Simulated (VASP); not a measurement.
# Li16H16O (a cell with a defect) in VASP: a series of runs, part 2 of 2

VASP 6.6.1. The steps go on from the part before.

**3. Single point, PBE**

Contents of INCAR:

```
SYSTEM = Li16H16O
PREC = Accurate ; ENCUT = 520
EDIFF = 1E-6 ; ISMEAR = 0
SIGMA = 0.02 ; LREAL = Auto
LASPH = .True. ; NELM = 80
ALGO = Normal ; ISIF = 2
LWAVE = .False. ; LCHARG = .False.
GGA = PE ; NBANDS = 57
```

Contents of KPOINTS:

```
Automatic mesh
0
Gamma
  2 2 2
  0.5 0.5 0.5
```

Contents of POSCAR:

```
Li16H16O
1.0
   -4.0071000518     -4.0071000518      4.0071000518
   -4.0071000518      4.0071000518     -4.0071000518
    4.0071000518     -4.0071000518     -4.0071000518
Li H O
16 16 1
Direct
    0.7495909663      0.0316711583      0.2528647867
    1.0312515152      0.7495395576      0.2526146058
    0.2533530451      0.4976907175      0.2510552487
    0.7500254451      0.2531431676     -0.0016143844
    0.4976701291      0.2534054520      0.2510671026
    0.9940804942      0.9941155570      1.0031075960
    0.2531361800      0.7500359265     -0.0016166305
    0.7499893841      0.5055926914      0.7589975196
    0.4695701319      0.4695072436     -0.0283574152
    0.9946414985      0.2467918163      0.7479999155
    0.2467981800     -0.0053965461      0.7479637297
    0.7499853912      0.7499882611      0.4971192319
    0.5056433515      0.7499525745      0.7590108709
    1.0022775693      0.5055306765      0.5034707080
    0.2465848088      0.2465714575      0.4949890131
    0.5054539377      0.0022465124      0.5035043982
    0.5034060727      0.7501967660      0.2486563817
    0.7502172297      0.5031076025      0.2487761691
    0.0023377255      0.2592830193      0.2537776664
    0.4974913215      0.0070375083      0.0014290883
    0.2593485280      0.0022900601      0.2538097344
    0.7511993614      0.7516944826      0.1465927959
    0.0071050135      0.4974893250      0.0014327069
    0.4929805781      0.2404677916      0.7443360439
    0.2453619793      0.2453251696     -0.0026604028
    0.7500105965      0.0017738514      0.7489262712
    0.0018559557      0.7500117195      0.7489448632
    0.4981596352      0.4981713644      0.4972568626
    0.2404736561      0.4929156933      0.7443241899
    0.7499675479      0.2549292473      0.5023498226
   -0.0036537645     -0.0036727309      0.4947944834
    0.2548782129      0.7499346064      0.5022446343
    0.7498975471      0.7497947296      1.0043016017
```

Potentials or basis: VASP PAW PBE potentials, release 64 (Li_sv, H, O).

The run is started by

```sh
$ cat potpaw_PBE.64/Li_sv/POTCAR potpaw_PBE.64/H/POTCAR potpaw_PBE.64/O/POTCAR > POTCAR
$ mpirun -np 1 vasp_std > vasp.out
```

OUTCAR:

```text
SYSTEM = Li16H16O
   PREC = Accurate
   ENCUT = 520
   EDIFF = 1E-6
   ISMEAR = 0
   LREAL = Auto
   LASPH = .True.
   NELM = 80
   ISIF = 2
   GGA = PE

 ion  position               nearest neighbor table
   1  0.750  0.032  0.253-  33 2.14
   2  0.031  0.750  0.253-  33 2.13
   3  0.253  0.498  0.251-
   4  0.750  0.253  0.998-
   5  0.498  0.253  0.251-
   6  0.994  0.994  0.003-  33 1.96
   7  0.253  0.750  0.998-
   8  0.750  0.506  0.759-  33 1.96
[... 465 lines left out ...]
  Total        1.6226644      1.6376018      1.6450630      0.7485372     -0.7933395      0.7608142
  in kB       10.1015670     10.1945568     10.2410050      4.6598659     -4.9387734      4.7362940
  external PRESSURE =      10.1790429 kB  Pullay stress =       0.0000000 kB

 VOLUME and BASIS-vectors are now :
 -----------------------------------------------------------------------------
  energy-cutoff  :      520.00
  volume of cell :      257.37
      direct lattice vectors                 reciprocal lattice vectors
    -4.007100052 -4.007100052  4.007100052    -0.124778517 -0.124778517  0.000000000
    -4.007100052  4.007100052 -4.007100052    -0.124778517  0.000000000 -0.124778517
     4.007100052 -4.007100052 -4.007100052     0.000000000 -0.124778517 -0.124778517

 POSITION                                       TOTAL-FORCE (eV/Angst)
 -----------------------------------------------------------------------------------
     -2.11734     -3.89003      1.86352        -0.010575      0.008406     -0.000738
     -2.11646      1.86600     -3.89050        -0.009345     -0.000906      0.008495
     -2.00350     -0.02692     -1.98509         0.003211     -0.004216     -0.001135
     -0.01917     -5.99169     -2.00957        -0.001597     -0.000320      0.000889
     -2.00358     -1.98484     -0.02726         0.003823     -0.001523     -0.003733
     -7.95445     -0.01231     -0.01259        -0.002074      0.004002      0.004928
[... 25 lines left out ...]
     -2.01384     -0.02880     -3.99629        -0.000040      0.005844     -0.000095
     -5.99218     -0.01765     -0.01682        -0.060189      0.062795      0.060747
 -----------------------------------------------------------------------------------
    total drift:                                0.001948     -0.005930     -0.007395

  FREE ENERGIE OF THE ION-ELECTRON SYSTEM (eV)
  ---------------------------------------------------
  free  energy   TOTEN  =      -106.1811289933 eV

  energy  without entropy=     -106.1811289933  energy(sigma->0) =     -106.18112899
```

OSZICAR:

```text
N       E                     dE             d eps       ncg     rms          rms(c)
DAV:   1     0.464284887752E+03    0.46428E+03   -0.28117E+04   456   0.130E+03
DAV:   2    -0.213535981495E+02   -0.48564E+03   -0.44400E+03   488   0.352E+02
DAV:   3    -0.990087677033E+02   -0.77655E+02   -0.77063E+02   734   0.988E+01
DAV:   4    -0.110063557323E+03   -0.11055E+02   -0.10951E+02   712   0.432E+01
DAV:   5    -0.111186707591E+03   -0.11232E+01   -0.11228E+01   664   0.105E+01    0.133E+01
DAV:   6    -0.106996011584E+03    0.41907E+01   -0.68459E+00   624   0.976E+00    0.635E+00
DAV:   7    -0.106185484406E+03    0.81053E+00   -0.22773E+00   688   0.421E+00    0.231E+00
DAV:   8    -0.106170956154E+03    0.14528E-01   -0.80392E-01   760   0.244E+00    0.817E-01
DAV:   9    -0.106180842850E+03   -0.98867E-02   -0.85500E-02   688   0.118E+00    0.502E-01
DAV:  10    -0.106180871862E+03   -0.29012E-04   -0.17348E-02   672   0.477E-01    0.897E-02
DAV:  11    -0.106181214535E+03   -0.34267E-03   -0.47142E-03   624   0.211E-01    0.803E-02
DAV:  12    -0.106181116806E+03    0.97729E-04   -0.54549E-04   704   0.828E-02    0.151E-02
DAV:  13    -0.106181127933E+03   -0.11127E-04   -0.90760E-05   640   0.329E-02    0.307E-03
DAV:  14    -0.106181129239E+03   -0.13058E-05   -0.10198E-05   760   0.104E-02    0.299E-03
DAV:  15    -0.106181128993E+03    0.24557E-06   -0.25187E-07   336   0.351E-03
   1 F= -.10618113E+03 E0= -.10618113E+03  d E =-.898605E-61
```

Run time: 5.1 min. Hardware: 1 thread of Intel Xeon 8259CL, shared host; peak memory 0.39 GiB.

Results:

- Free energy: -106.1811 eV
- Largest force: 0.131 eV/Å
- Band gap on the k mesh: 3.86 eV

Forces on the atoms (eV/Å):
```
Li  -0.011  0.008 -0.001
Li  -0.009 -0.001  0.008
Li   0.003 -0.004 -0.001
Li  -0.002  0.000  0.001
Li   0.004 -0.002 -0.004
Li  -0.002  0.004  0.005
Li  -0.002  0.000  0.000
Li  -0.004  0.006  0.000
Li   0.005  0.010  0.011
Li   0.000  0.001 -0.002
Li   0.000 -0.002  0.001
Li   0.016 -0.017 -0.016
Li  -0.004  0.000  0.005
Li   0.000 -0.003  0.000
Li  -0.004  0.001  0.001
Li   0.000  0.001 -0.002
H    0.003  0.001 -0.003
H    0.002 -0.001  0.000
H   -0.002  0.002 -0.003
H   -0.002  0.001 -0.002
H   -0.002 -0.003  0.002
H    0.078 -0.076 -0.074
H   -0.001 -0.003  0.001
H    0.003  0.002  0.001
H   -0.005  0.000  0.000
H   -0.002  0.001  0.004
H   -0.001  0.004  0.000
H   -0.005  0.002  0.003
H    0.003  0.000  0.002
H    0.000  0.000  0.006
H   -0.001 -0.002 -0.003
H    0.000  0.006  0.000
O   -0.060  0.063  0.061
```

Caveat: the k points lie up to 0.55 Å⁻¹ apart; the cutoff is under 1.25 times the usual one of these potentials, so pressure, stress and relaxed cells hold a basis-set (Pulay) error.

**4. Single point, PBE**

Contents of INCAR:

```
PREC = Accurate
ENCUT = 520
EDIFF = 1E-7
ISMEAR = 0
SIGMA = 0.02
LREAL = Auto
LASPH = True
NELM = 80
ALGO = Normal
ISIF = 2
LWAVE = False
LCHARG = True
GGA = PE
LELF = True
LVHAR = True
NBANDS = 57
```

KPOINTS is that of step 3.

Contents of POSCAR:

```
Li16H16O
1.0
   -4.0071000518     -4.0071000518      4.0071000518
   -4.0071000518      4.0071000518     -4.0071000518
    4.0071000518     -4.0071000518     -4.0071000518
Li H O
16 16 1
Direct
    0.7468638071      0.0016166305      0.2499640606
    0.9687484589      0.7473853813      0.2504604295
    0.2500145959      0.5028807551      0.2500117259
    0.7532019318      0.2520363822      0.0053965461
    0.4943566356      0.2409891162      0.2500474126
    1.0059194799      0.9968925029      1.0058845419
    0.2504090207      0.7471352003     -0.0316711583
    0.7534151783      0.5050109740      0.7534285296
    0.4945461741      0.4964957137     -0.0022465124
    1.0053586005      0.2520001964      0.7532081707
    0.2499745420      0.0016143844      0.7468568195
    0.7466470668      0.7489448632      0.5023092695
    0.5023298580      0.7489328844      0.7465945350
    0.9977224048      0.4965292791      0.4944693106
    0.2500106029      0.2410024675      0.4944072956
    0.5304299799      0.0283574152      0.5304928683
    0.4965939144      0.7513436054      0.2498032210
    0.7451217742      0.4977553528      0.2500653807
   -0.0018559557      0.2510551239      0.2499882676
    0.5025086656     -0.0014290883     -0.0070375083
    0.2488006257     -0.1465927959      0.2483055045
    0.7406514591      0.7461902526     -0.0022900601
    0.0036537645      0.5052055037      0.0036727309
    0.5070194090      0.2556639432      0.7595321955
    0.2499893906      0.2510737159     -0.0017738514
    0.7546380078      0.0026604028      0.7546748174
   -0.0023377255      0.7462223207      0.7407169678
    0.5018403519      0.5027431244      0.5018286227
    0.2500324392      0.4976501645      0.7450707398
    0.7595263309      0.2556757971      0.5070842938
   -0.0071050135     -0.0014327069      0.5025106621
    0.2497827574      0.7512238180      0.4968923846
    1.2501024270      0.9956983725      1.2502052445
```

The run is started by

```sh
$ cat potpaw_PBE.64/Li_sv/POTCAR potpaw_PBE.64/H/POTCAR potpaw_PBE.64/O/POTCAR > POTCAR
$ mpirun -np 1 vasp_std > vasp.out
```

Run time: 5.4 min. Hardware: 1 thread of Intel Xeon 8259CL, shared host; peak memory 0.39 GiB.

It converged, with:

| Quantity | Value |
| --- | --- |
| Free energy | -106.1811 eV |
| Largest force | 0.131 eV/Å |
| Band gap on the k mesh | 3.86 eV |

Forces in eV/Å, atoms in the order of the input:
```
Li   0.000  0.002  0.000
Li   0.001  0.009 -0.009
Li   0.017 -0.016  0.016
Li   0.002  0.000 -0.001
Li   0.000  0.004 -0.005
Li  -0.004  0.002 -0.005
Li  -0.008  0.011  0.001
Li  -0.001  0.004 -0.001
Li  -0.001  0.000  0.002
Li  -0.001  0.000  0.002
Li   0.000  0.002 -0.001
Li   0.004 -0.003  0.001
Li   0.002 -0.004  0.004
Li   0.003  0.000  0.000
Li  -0.006  0.004  0.000
Li  -0.010 -0.005 -0.011
H   -0.001 -0.003  0.003
H   -0.006  0.000  0.000
H   -0.004  0.001  0.000
H   -0.001  0.002  0.002
H    0.075 -0.077  0.073
H    0.003  0.002 -0.002
H    0.002  0.001  0.003
H   -0.002 -0.003 -0.001
H   -0.001  0.002 -0.004
H    0.000  0.005  0.000
H   -0.002  0.002  0.003
H   -0.002  0.005 -0.003
H    0.000  0.000 -0.006
H    0.000 -0.003 -0.002
H    0.003  0.001 -0.001
H    0.001 -0.002  0.000
O   -0.063  0.060 -0.061
```

Levels at points of the mesh, in eV from the valence-band top:
```
           k point  band 33  band 34  band 35  band 36  band 37  band 38
(0.25, 0.25, 0.25)    -1.30    -0.99    -0.99     4.44     5.42     5.42
```

Caveat: the k points lie up to 0.55 Å⁻¹ apart; the cutoff is under 1.25 times the usual one of these potentials, so pressure, stress and relaxed cells hold a basis-set (Pulay) error.
